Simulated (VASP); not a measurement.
CO2: single point with PBE

CO2:

```xyz
3
Lattice="3.3376 0.0000 0.0000 -1.6688 2.8905 0.0000 0.0000 0.0000 2.5866" Properties=species:S:1:pos:R:3 pbc="T T T"
C     0.0000    0.0000    0.0000
O     0.0000    1.9270    1.2933
O     1.6688    0.9635    1.2933
```

```
Program             : VASP 6.6.1
Task                : single point
Functional          : PBE
Potentials or basis : VASP PAW PBE potentials, release 64 (C, O)
Cutoff              : 520 eV
k mesh              : 9 × 9 × 7
Occupations         : methfessel-paxton, width 0.01 eV
Spin                : no spin polarisation
```

```yaml
Pressure: 4.5 GPa
Band_gap_on_the_k_mesh: zero (bands 8 and 9 overlap by 0.91 eV)
```

Stress tensor (GPa, compression positive):
```
4.62 0.00 0.00
0.00 4.62 0.00
0.00 0.00 4.39
```

Levels at points of the mesh, in eV from the Fermi level:
| k point | band 5 | band 6 | band 7 | band 8 | band 9 | band 10 | band 11 | band 12 |
| --- | --- | --- | --- | --- | --- | --- | --- | --- |
| (0.00, 0.00, 0.00) | -5.19 | -2.95 | -2.66 | -2.66 | 0.57 | 3.80 | 3.80 | 3.82 |

It took 27 s on 1 thread of Intel Xeon 8259CL, with other jobs on the host, peak memory 0.14 GiB.

Caveat: the cell stands under pressure.
